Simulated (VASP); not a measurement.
Here is a VASP 6.6.1 calculation.

The input INCAR:

```
SYSTEM = Zr
ALGO     = Fast           ! electronic algorithm
EDIFF    = 1E-6           ! SCF threshold, eV
ENCUT    = 520            ! plane-wave cutoff, eV
GGA      = PE             ! functional
ISIF     = 2              ! what is computed and relaxed
ISMEAR   = 0              ! smearing method
LASPH    = .True.         ! aspherical terms in the spheres
LCHARG   = .True.         ! write CHGCAR
LELF     = .True.         ! ELF
LREAL    = .False.        ! projectors in reciprocal space
LVHAR    = .True.       
LWAVE    = .False.        ! write WAVECAR
NBANDS   = 64             ! bands
NELM     = 100            ! most SCF steps
PREC     = Accurate       ! precision mode
SIGMA    = 0.1            ! smearing width, eV
```

The input KPOINTS:

```
k-points
0
Gamma
  18 18 2
  0 0 0
```

The input POSCAR:

```
Zr
1.0
    3.2227156053      0.0000000000      0.0000000000
   -1.6113578027      2.7909535834      0.0000000000
    0.0000000000      0.0000000000     23.4022335024
Zr
9
Direct
    0.0000000000      0.0000000000      0.0000000000
    0.3333333333      0.6666666667      0.1105083432
    0.0000000000      0.0000000000      0.2228249901
    0.3333333333      0.6666666667      0.3333333333
    0.6666666667      0.3333333333      0.4438416765
    0.3333333333      0.6666666667      0.5561583235
    0.6666666667      0.3333333333      0.6666666667
    0.0000000000      0.0000000000      0.7771750099
    0.6666666667      0.3333333333      0.8894916568
```

Potentials or basis: VASP PAW PBE potentials, release 64 (Zr_sv).

The run is started by

```console
$ cat potpaw_PBE.64/Zr_sv/POTCAR > POTCAR
$ mpirun -np 1 vasp_std > vasp.out
```

Question: Estimate the band gap on the k mesh.

Answer: Zero (bands 54 and 55 overlap by 1.16 eV).

Question: What does it give for the pressure?

Answer: 0.0 GPa.

Forces in eV/Å, atoms in the order of the input:
```
Zr   0.000  0.000  0.000
Zr   0.000  0.000  0.003
Zr   0.000  0.000 -0.003
Zr   0.000  0.000  0.000
Zr   0.000  0.000  0.003
Zr   0.000  0.000 -0.003
Zr   0.000  0.000  0.000
Zr   0.000  0.000  0.003
Zr   0.000  0.000 -0.003
```
